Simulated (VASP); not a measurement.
Wanted: the native input for a VASP 6.6.1 run.

| Item | Value |
| --- | --- |
| Task | single point |
| Functional | PBE |
| Potentials or basis | VASP PAW PBE potentials, release 64 (Te, Mo_sv) |
| Cutoff | 520 eV |
| k mesh | 9 × 9 × 1 |
| Occupations | gaussian, width 0.014 eV |
| Spin | no spin polarisation |
| Dipole correction | no |
| Further INCAR settings | ALGO = Normal; EDIFF = 1e-06; NBANDS = 49 |

The structure of Te2Mo lies in POSCAR:

```
Te2Mo
1.0
    3.5624185427      0.0000000000      0.0000000000
   -1.7812092714      3.0851449569      0.0000000000
    0.0000000000      0.0000000000     31.5632657400
Te Mo
6 3
Direct
    0.0000000000      0.0000000000      0.0567620800
    0.3333333333      0.6666666667      0.2889862200
    0.3333333333      0.6666666667      0.8244042500
    0.3333333333      0.6666666667      0.1755957500
    0.3333333333      0.6666666667      0.7110137800
    0.0000000000      0.0000000000      0.9432379200
    0.3333333333      0.6666666667      0.0000000000
    0.0000000000      0.0000000000      0.2323060100
    0.0000000000      0.0000000000      0.7676939900
```

One way to write it, as run:

INCAR

```
SYSTEM = Te2Mo
ALGO     = Normal         ! electronic algorithm
EDIFF    = 1E-6           ! SCF threshold, eV
ENCUT    = 520            ! plane-wave cutoff, eV
GGA      = PE             ! functional
ISIF     = 2              ! what is computed and relaxed
ISMEAR   = 0              ! smearing method
LASPH    = .True.         ! aspherical terms in the spheres
LCHARG   = .False.        ! write CHGCAR
LREAL    = .False.        ! projectors in reciprocal space
LWAVE    = .False.        ! write WAVECAR
NBANDS   = 49             ! bands
NELM     = 60             ! most SCF steps
PREC     = Accurate       ! precision mode
SIGMA    = 0.014          ! smearing width, eV
```

KPOINTS

```
k-points
0
Gamma
  9 9 1
  0 0 0
```

Potentials or basis: VASP PAW PBE potentials, release 64 (Te, Mo_sv).

Command:

```sh
$ cat potpaw_PBE.64/Te/POTCAR potpaw_PBE.64/Mo_sv/POTCAR > POTCAR
$ mpirun -np 1 vasp_std > vasp.out
```

Results of the run:

- Largest force: 0.230 eV/Å
- Band gap on the k mesh: 1.00 eV

Caveat: there is no dipole correction, which matters where the two faces differ; spin-orbit coupling is left out, which moves the levels of the heavy elements.

It took 4.1 min on 1 thread of AMD EPYC 9R45 96-Core Processor (Zen 5), with other jobs on the host, peak memory 0.5 GiB.
